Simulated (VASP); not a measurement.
# TiAl3 (P4/mmm) in VASP: a series of runs

The runs below take TiAl3 through single point, with PBEsol.

All numbers are computed with VASP 6.6.1; they aren't measurements. Logs are shortened: lines on timing, memory, paths and dates and some standing lists are left out, and cuts for length are marked.

### Step 1. The cell of the first run

It takes space group P4/mmm (No. 123, tetragonal). Conventional cell: a = 5.583 Å, b = 5.583 Å, c = 3.948 Å, α = 90.00°, β = 90.00°, γ = 90.00°. Ti (site symmetry mmm) has 12 Al at 2.79 to 2.80 Å within 3.7 Å. Al (site symmetry m2m) has 8 Al at 2.53 to 3.05 Å and 4 Ti at 2.80 Å within 3.3 Å. Al (site symmetry 4/mmm) has 8 Al at 2.67 Å and 4 Ti at 2.79 Å within 3.5 Å. Al (site symmetry 4/mmm) has 4 Ti at 2.79 Å and 8 Al at 2.92 Å within 3.7 Å.

### Step 2. Single point, PBEsol (mode 4 frozen in at +0.000 Å and mode 18 at -0.183 Å (largest displacements))

INCAR

```
  ALGO = Fast
  EDIFF = 1E-7
  ENCUT = 520
  GGA = PS
  ISIF = 2
  ISMEAR = 0
  LASPH = T
  LCHARG = T
  LELF = T
  LREAL = F
  LVHAR = T
  LWAVE = F
  NBANDS = 31
  NELM = 80
  PREC = Accurate
  SIGMA = 0.15
```

KPOINTS

```
k-points
0
Gamma
  10 8 8
```

POSCAR

```
TiAl3
1.0
   -3.9479576782      0.0000000000      0.0000000000
    0.0000000000      3.9479576782      3.9479576782
    0.0000000000      3.9479576782     -3.9479576782
Ti Al
2 6
Direct
    0.0000000000      0.0000000000      0.0000000000
    0.0000000000      0.5000000000      0.5000000000
    0.5000000000      0.7268234598      0.7731765402
    0.5000000000      0.2731765402      0.2268234598
    0.5000000000      0.7268234598      0.2268234598
    0.5000000000      0.2731765402      0.7731765402
    1.0000000000      0.5000000000      0.0000000000
    1.0000000000      0.0000000000      0.5000000000
```

Potentials or basis: VASP PAW PBE potentials, release 64 (Ti_sv, Al).

The run is started by

```
$ cat potpaw_PBE.64/Ti_sv/POTCAR potpaw_PBE.64/Al/POTCAR > POTCAR
$ mpirun -np 1 vasp_std > vasp.out
```

OUTCAR:

```text
EDIFF = 1E-7
   ENCUT = 520
   GGA = PS
   ISIF = 2
   ISMEAR = 0
   LASPH = T
   LREAL = F
   NELM = 80
   PREC = Accurate

 ion  position               nearest neighbor table
   1  0.000  0.000  0.000-   7 2.79   8 2.79   8 2.79   7 2.79   3 2.80   4 2.80   5 2.80   6 2.80
                             3 2.80   4 2.80   5 2.80   6 2.80
   2  0.000  0.500  0.500-   7 2.79   8 2.79   7 2.79   8 2.79   3 2.80   4 2.80   5 2.80   6 2.80
                             3 2.80   4 2.80   5 2.80   6 2.80
   3  0.500  0.727  0.773-   5 2.53   6 2.53   7 2.67   7 2.67   1 2.80   1 2.80   2 2.80   2 2.80
                             8 2.92   8 2.92   6 3.05   5 3.05
   4  0.500  0.273  0.227-   5 2.53   6 2.53   7 2.67   7 2.67   1 2.80   1 2.80   2 2.80   2 2.80
                             8 2.92   8 2.92   6 3.05   5 3.05
   5  0.500  0.727  0.227-   3 2.53   4 2.53   7 2.67   7 2.67   1 2.80   1 2.80   2 2.80   2 2.80
                             8 2.92   8 2.92   4 3.05   3 3.05
   6  0.500  0.273  0.773-   3 2.53   4 2.53   7 2.67   7 2.67   1 2.80   1 2.80   2 2.80   2 2.80
                             8 2.92   8 2.92   4 3.05   3 3.05
   7  0.000  0.500  0.000-   3 2.67   4 2.67   5 2.67   6 2.67   3 2.67   4 2.67   5 2.67   6 2.67
                             1 2.79   2 2.79   2 2.79   1 2.79
   8  0.000  0.000  0.500-   1 2.79   2 2.79   1 2.79   2 2.79   5 2.92   6 2.92   3 2.92   4 2.92
                             3 2.92   4 2.92   5 2.92   6 2.92

  LATTYP: Found a simple tetragonal cell.
 ALAT       =     5.5832552922
 C/A-ratio  =     0.7071067812

  Lattice vectors:

 A1 = (   0.0000000000,   3.9479576782,   3.9479576782)
 A2 = (   0.0000000000,   3.9479576782,  -3.9479576782)
 A3 = (  -3.9479576782,   0.0000000000,   0.0000000000)

Analysis of symmetry for initial positions (statically):
=====================================================================
 Subroutine PRICEL returns:
 Original cell was already a primitive cell.

 Routine SETGRP: Setting up the symmetry group for a
 simple tetragonal supercell.

 Subroutine GETGRP returns: Found 16 space group operations
 (whereof  8 operations were pure point group operations)
 out of a pool of 16 trial point group operations.

The static configuration has the point symmetry D_2h.
 The point group associated with its full space group is D_4h.

Analysis of symmetry for dynamics (positions and initial velocities):
=====================================================================
 Subroutine PRICEL returns:
 Original cell was already a primitive cell.

 Routine SETGRP: Setting up the symmetry group for a
 simple tetragonal supercell.

 Subroutine GETGRP returns: Found 16 space group operations
 (whereof  8 operations were pure point group operations)
 out of a pool of 16 trial point group operations.

The dynamic configuration has the point symmetry D_2h.
 The point group associated with its full space group is D_4h.

 Subroutine INISYM returns: Found 16 space group operations
 (whereof  8 operations are pure point group operations),
 and found     1 'primitive' translations

----------------------------------------------------------------------------------------

                                     Primitive cell

  volume of cell :     123.0687

  direct lattice vectors                    reciprocal lattice vectors
    -3.947957678  0.000000000  0.000000000    -0.253295522  0.000000000  0.000000000
     0.000000000  3.947957678  3.947957678     0.000000000  0.126647761  0.126647761
     0.000000000  3.947957678 -3.947957678     0.000000000  0.126647761 -0.126647761

  length of vectors
     3.947957678  5.583255292  5.583255292     0.253295522  0.179106981  0.179106981

  position of ions in fractional coordinates (direct lattice)
     0.000000000  0.000000000  0.000000000
     0.000000000  0.500000000  0.500000000
     0.500000000  0.726823460  0.773176540
     0.500000000  0.273176540  0.226823460
     0.500000000  0.726823460  0.226823460
     0.500000000  0.273176540  0.773176540
     0.000000000  0.500000000  0.000000000
     0.000000000  0.000000000  0.500000000

  ion indices of the primitive-cell ions
   primitive index   ion index
                 1           1
                 2           2
                 3           3
                 4           4
                 5           5
                 6           6
                 7           7
                 8           8

----------------------------------------------------------------------------------------

 KPOINTS: k-points

Automatic generation of k-mesh.
 Grid dimensions read from file:
 generate k-points for:   10    8    8

 Generating k-lattice:

  Cartesian coordinates                     Fractional coordinates (reciprocal lattice)
    -0.025329552  0.000000000  0.000000000     0.100000000  0.000000000  0.000000000
     0.000000000  0.015830970  0.015830970     0.000000000  0.125000000  0.000000000
     0.000000000  0.015830970 -0.015830970     0.000000000  0.000000000  0.125000000

  Length of vectors
     0.025329552  0.022388373  0.022388373

  Shift w.r.t. Gamma in fractional coordinates (k-lattice)
     0.000000000  0.000000000  0.000000000

 Subroutine IBZKPT returns following result:
 ===========================================

 Found     90 irreducible k-points:

 Following reciprocal coordinates:
            Coordinates               Weight
  0.000000  0.000000  0.000000      1.000000
  0.100000  0.000000  0.000000      2.000000
  0.200000  0.000000  0.000000      2.000000
  0.300000  0.000000  0.000000      2.000000
  0.400000  0.000000  0.000000      2.000000
  0.500000  0.000000  0.000000      1.000000
[... 16 lines left out ...]
  0.400000  0.375000  0.000000      8.000000
  0.500000  0.375000  0.000000      4.000000
 [... further k-points ...]
   k-points           NKPTS =     90   k-points in BZ     NKDIM =     90   number of bands    NBANDS=     31
   number of dos      NEDOS =    301   number of ions     NIONS =      8
   total plane-waves  NPLWV =  52920
   dimension x,y,z NGX =    30 NGY =   42 NGZ =   42
   dimension x,y,z NGXF=    60 NGYF=   84 NGZF=   84
   ions per type =               2   6
   NGX,Y,Z   is equivalent  to a cutoff of  12.63, 12.51, 12.51 a.u.
   NGXF,Y,Z  is equivalent  to a cutoff of  25.27, 25.01, 25.01 a.u.
 SYSTEM =  unknown system
   PREC   = accura    normal or accurate (medium, high low for compatibility)
   ISTART =      0    job   : 0-new  1-cont  2-samecut
   ICHARG =      2    charge: 1-file 2-atom 10-const
   ISPIN  =      1    spin polarized calculation?
   LNONCOLLINEAR =      F non collinear calculations
   LSORBIT =      F    spin-orbit coupling
   LASPH  =      T    aspherical Exc in radial PAW
   ENCUT  =  520.0 eV  38.22 Ry    6.18 a.u.   7.34 10.38 10.38*2*pi/ulx,y,z
   NELM   =     80;   NELMIN=  2; NELMDL= -5     # of ELM steps
   EDIFF  = 0.1E-06   stopping-criterion for ELM
   LREAL  =      F    real-space projection
   EDIFFG = 0.1E-05   stopping-criterion for IOM
   NSW    =      0    number of steps for IOM
   IBRION =     -1    ionic relax: 0-MD 1-quasi-New 2-CG
   NFREE  =      0    steps in history (QN), initial steepest desc. (CG)
   ISIF   =      2    stress and relaxation
   ISYM   =      2    0-nonsym 1-usesym 2-fastsym
   POTIM  = 0.5000    time-step for ionic-motion
   TEBEG  =    0.0;   TEEND  =   0.0 temperature during run
   PSTRESS=    0.0 pullay stress
   NELECT =      42.0000    total number of electrons
   NUPDOWN=      -1.0000    fix difference up-down
   EMIN   =  10.00;   EMAX   =-10.00  energy-range for DOS
   EFERMI =   0.00;   METHOD = LEGACY
   ISMEAR =     0;   SIGMA  =   0.15  broadening in eV -4-tet -1-fermi 0-gaus
   EFERMI_NEDOS =   21; number of points for ismear=-14 and -15
   IALGO  =     68    algorithm
   IMIX   =      4    mixing-type and parameters
     AMIX     =   0.40;   BMIX     =  1.00
     AMIX_MAG =   1.60;   BMIX_MAG =  1.00
  volume/ion in A,a.u.               =      15.38       103.81
  Fermi-wavevector in a.u.,A,eV,Ry     =   1.144042  2.161927 17.807753  1.308833
  Thomas-Fermi vector in A             =   2.280736
   LORBIT       =      0    0 simple, 1 ext, 2 COOP (PROOUT), +10 PAW based schemes
   GGA     = PS    functional components
   LHFCALC =     F    Hartree Fock is set to
   AEXX    =    0.0000 exact exchange contribution
   IVDW    =     0    specifies the selected vdW correction
   LEPSILON=     F    determine dielectric tensor
   LRPA    =     F    only Hartree local field effects (RPA)
 non-spin polarized calculation
 RMM-DIIS sequential band-by-band and
 Gauss-broadening in eV      SIGMA  =   0.15
  energy-cutoff  :      520.00
  volume of cell :      123.07
 maximum number of plane-waves:      3348
 NGX is ok and might be reduce to    30
   NGX = 15   NGY = 21   NGZ = 21

 number of electron      41.9999994 magnetization

 Free energy of the ion-electron system (eV)
  ---------------------------------------------------
  ext. energy  EPLUGINS =         0.00000000
  ---------------------------------------------------
  free energy    TOTEN  =       -43.64715627 eV

  energy without entropy =      -43.60296509  energy(sigma->0) =      -43.62506068

 E-fermi :   9.0303     XC(G=0): -10.9240

 val. band max:        9.0187439476   @ k =   0.0000   0.2500   0.1250
 cond. band min:       9.0309060348   @ k =   0.0000   0.1250   0.0000
 fundamental gap:      0.0121620871
 Fermi energy:         9.0303367561

 k-point     1 :       0.0000    0.0000    0.0000
  band No.  band energies     occupation
      1     -47.6409      2.00000
      2     -47.6392      2.00000
      3     -24.0639      2.00000
      4     -24.0639      2.00000
      5     -24.0564      2.00000
      6     -24.0535      2.00000
[... 23 lines left out ...]
     30      12.6167      0.00000
     31      14.0190      0.00000

 k-point     2 :       0.1000    0.0000    0.0000
  band No.  band energies     occupation
      1     -47.6408      2.00000
      2     -47.6391      2.00000
      3     -24.0637      2.00000
      4     -24.0637      2.00000
      5     -24.0584      2.00000
      6     -24.0552      2.00000
[... 23 lines left out ...]
     30      12.4843      0.00000
     31      13.2310      0.00000

 k-point     3 :       0.2000    0.0000    0.0000
  band No.  band energies     occupation
      1     -47.6406      2.00000
      2     -47.6390      2.00000
      3     -24.0637      2.00000
      4     -24.0631      2.00000
      5     -24.0631      2.00000
      6     -24.0599      2.00000
[... 23 lines left out ...]
     30      12.1358      0.00000
     31      12.2474      0.00000

 k-point     4 :       0.3000    0.0000    0.0000
  band No.  band energies     occupation
      1     -47.6403      2.00000
      2     -47.6387      2.00000
      3     -24.0702      2.00000
      4     -24.0657      2.00000
      5     -24.0624      2.00000
      6     -24.0624      2.00000
[... 23 lines left out ...]
     30      11.8169      0.00000
     31      12.0334      0.00000

 k-point     5 :       0.4000    0.0000    0.0000
  band No.  band energies     occupation
      1     -47.6401      2.00000
      2     -47.6385      2.00000
      3     -24.0754      2.00000
      4     -24.0704      2.00000
      5     -24.0618      2.00000
      6     -24.0618      2.00000
[... 23 lines left out ...]
     30      11.8474      0.00000
     31      11.8718      0.00000
[... 542 lines left out ...]
     30      12.4948      0.00000
     31      12.8477      0.00000

 k-point    22 :       0.3000    0.3750    0.0000
  band No.  band energies     occupation
      1     -47.6398      2.00000
      2     -47.6392      2.00000
      3     -24.0688      2.00000
      4     -24.0671      2.00000
      5     -24.0597      2.00000
      6     -24.0593      2.00000
[... 23 lines left out ...]
     30      12.0465      0.00000
     31      12.2024      0.00000

 k-point    23 :       0.4000    0.3750    0.0000
  band No.  band energies     occupation
      1     -47.6396      2.00000
      2     -47.6390      2.00000
      3     -24.0739      2.00000
      4     -24.0719      2.00000
      5     -24.0592      2.00000
      6     -24.0588      2.00000
[... 23 lines left out ...]
     30      11.8922      0.00000
     31      12.7810      0.00000

 k-point    24 :       0.5000    0.3750    0.0000
  band No.  band energies     occupation
      1     -47.6395      2.00000
      2     -47.6389      2.00000
      3     -24.0758      2.00000
      4     -24.0738      2.00000
      5     -24.0591      2.00000
      6     -24.0586      2.00000
[... 23 lines left out ...]
     30      11.7868      0.00000
     31      12.5382      0.00000

 [... further k-points ...]

------------------------ aborting loop because EDIFF is reached ----------------------------------------

  FORCE on cell =-STRESS in cart. coord.  units (eV):
  Direction    XX          YY          ZZ          XY          YZ          ZX
  --------------------------------------------------------------------------------------
  -------------------------------------------------------------------------------------
  Total        0.9081731      2.4488675      2.4488675      0.0000000      0.0000000      0.0000000
  in kB       11.8231108     31.8807408     31.8807408      0.0000000      0.0000000      0.0000000
  external PRESSURE =      25.1948641 kB  Pullay stress =       0.0000000 kB

 VOLUME and BASIS-vectors are now :
 -----------------------------------------------------------------------------
  energy-cutoff  :      520.00
  volume of cell :      123.07
      direct lattice vectors                 reciprocal lattice vectors
    -3.947957678  0.000000000  0.000000000    -0.253295522  0.000000000  0.000000000
     0.000000000  3.947957678  3.947957678     0.000000000  0.126647761  0.126647761
     0.000000000  3.947957678 -3.947957678     0.000000000  0.126647761 -0.126647761

 POSITION                                       TOTAL-FORCE (eV/Angst)
 -----------------------------------------------------------------------------------
      0.00000      0.00000      0.00000         0.000000     -0.000000      0.000000
      0.00000      3.94796      0.00000         0.000000     -0.000000      0.000000
     -1.97398      5.92194     -0.18300         0.000000      0.000000      1.784040
     -1.97398      1.97398      0.18300         0.000000      0.000000     -1.784040
     -1.97398      3.76496      1.97398        -0.000000      1.784040      0.000000
     -1.97398      4.13096     -1.97398         0.000000     -1.784040      0.000000
      0.00000      1.97398      1.97398         0.000000      0.000000      0.000000
      0.00000      1.97398     -1.97398         0.000000      0.000000      0.000000
 -----------------------------------------------------------------------------------
    total drift:                                0.000000      0.000000     -0.000000

  FREE ENERGIE OF THE ION-ELECTRON SYSTEM (eV)
  ---------------------------------------------------
  free  energy   TOTEN  =       -43.6471562665 eV

  energy  without entropy=      -43.6029650881  energy(sigma->0) =      -43.62506068
```

Run time: 18 min. Hardware: 1 thread of Intel Xeon Platinum 8259CL at 2.50GHz (Skylake/Cascade Lake), shared host; peak memory 0.41 GiB.

What came out:

```
Free energy            : -43.6472 eV
Pressure               : 2.5 GPa
Largest force          : 1.784 eV/Å
Band gap on the k mesh : zero (band 21 reaches 9.34 eV, above the bottom of band 22 at 8.81 eV)
```

Forces on the atoms (eV/Å):
```
Ti   0.000  0.000  0.000
Ti   0.000  0.000  0.000
Al   0.000  0.000  1.784
Al   0.000  0.000 -1.784
Al   0.000  1.784  0.000
Al   0.000 -1.784  0.000
Al   0.000  0.000  0.000
Al   0.000  0.000  0.000
```

Levels at points of the mesh, in eV from the Fermi level:
| k point | band 17 | band 18 | band 19 | band 20 | band 21 | band 22 | band 23 | band 24 | band 25 | band 26 |
| --- | --- | --- | --- | --- | --- | --- | --- | --- | --- | --- |
| (0.00, 0.00, 0.00) | -2.04 | -2.04 | -1.25 | -1.25 | -0.14 | 0.19 | 0.24 | 0.24 | 0.93 | 1.21 |
| (0.50, 0.00, 0.00) | -3.44 | -2.12 | -2.12 | -2.12 | 0.11 | 0.59 | 0.82 | 0.82 | 1.01 | 1.07 |
| (0.00, 0.50, 0.00) | -2.07 | -1.52 | -0.84 | -0.78 | -0.34 | 0.12 | 0.13 | 0.55 | 1.39 | 1.49 |
| (0.50, 0.50, 0.00) | -3.14 | -2.75 | -2.57 | -2.16 | -0.97 | -0.04 | 1.06 | 1.11 | 1.31 | 1.40 |
| (0.00, 0.50, 0.50) | -2.13 | -1.73 | 0.07 | 0.19 | 0.31 | 0.60 | 0.77 | 0.77 | 1.00 | 1.00 |
| (0.50, 0.50, 0.50) | -1.62 | -1.21 | -1.21 | -0.80 | 0.02 | 0.95 | 0.95 | 1.19 | 1.19 | 1.20 |

Caveat: the cell differs from its parent crystal (mode 4 frozen in at +0.000 Å and mode 18 at -0.183 Å (largest displacements)); the PAW data sets were made with another functional, which shifts forces and pressure a little.

### Step 3. Single point, PBEsol (mode 4 frozen in at +0.000 Å and mode 18 at -0.146 Å (largest displacements))

INCAR

```
  PREC = Accurate
  ENCUT = 520
  EDIFF = 1E-6
  ISMEAR = 0
  SIGMA = 0.15
  LREAL = False
  LASPH = True
  NELM = 80
  ALGO = Fast
  ISIF = 2
  LWAVE = False
  LCHARG = False
  GGA = PS
  NBANDS = 31
```

KPOINTS

```
Automatic mesh
0
Gamma
  10 8 8
```

POSCAR

```
TiAl3
1.0
   -3.9479576782      0.0000000000      0.0000000000
    0.0000000000      3.9479576782      3.9479576782
    0.0000000000      3.9479576782     -3.9479576782
Ti Al
2 6
Direct
    0.0000000000      0.0000000000      0.0000000000
    0.0000000000      0.5000000000      0.5000000000
    0.5000000000      0.7314587678      0.7685412322
    0.5000000000      0.2685412322      0.2314587678
    0.5000000000      0.7314587678      0.2314587678
    0.5000000000      0.2685412322      0.7685412322
    1.0000000000      0.5000000000      0.0000000000
    1.0000000000      0.0000000000      0.5000000000
```

Potentials or basis: VASP PAW PBE potentials, release 64 (Ti_sv, Al).

The run is started by

```
$ cat potpaw_PBE.64/Ti_sv/POTCAR potpaw_PBE.64/Al/POTCAR > POTCAR
$ mpirun -np 1 vasp_std > vasp.out
```

Wall time 16 min (1 thread of Intel Xeon Platinum 8259CL at 2.50GHz (Skylake/Cascade Lake), shared host); peak memory 0.41 GiB.

The run converged. Its results:

* Free energy: -43.8773 eV
* Pressure: 1.7 GPa
* Largest force: 1.369 eV/Å
* Band gap on the k mesh: zero (band 21 reaches 9.44 eV, above the bottom of band 22 at 8.80 eV)

Forces on the atoms (eV/Å):
```
Ti   0.000  0.000  0.000
Ti   0.000  0.000  0.000
Al   0.000  0.000  1.369
Al   0.000  0.000 -1.369
Al   0.000  1.369  0.000
Al   0.000 -1.369  0.000
Al   0.000  0.000  0.000
Al   0.000  0.000  0.000
```

Stress tensor (GPa, compression positive):
```
0.78 0.00 0.00
0.00 2.09 0.00
0.00 0.00 2.09
```

Levels at points of the mesh, in eV from the Fermi level:
```
           k point  band 18  band 19  band 20  band 21  band 22  band 23  band 24  band 25
(0.00, 0.00, 0.00)    -2.08    -1.25    -1.25     0.02     0.18     0.21     0.21     0.91
(0.50, 0.00, 0.00)    -2.17    -2.17    -2.16     0.13     0.53     0.80     0.80     0.99
(0.00, 0.50, 0.00)    -1.62    -0.81    -0.71    -0.41     0.01     0.14     0.48     1.42
(0.50, 0.50, 0.00)    -2.82    -2.54    -2.22    -0.89    -0.14     1.05     1.09     1.32
(0.00, 0.50, 0.50)    -1.84     0.19     0.32     0.35     0.56     0.76     0.76     0.99
(0.50, 0.50, 0.50)    -1.23    -1.23    -0.90     0.14     0.92     0.92     1.11     1.16
```

Caveat: the cell differs from its parent crystal (mode 4 frozen in at +0.000 Å and mode 18 at -0.146 Å (largest displacements)); the PAW data sets were made with another functional, which shifts forces and pressure a little.
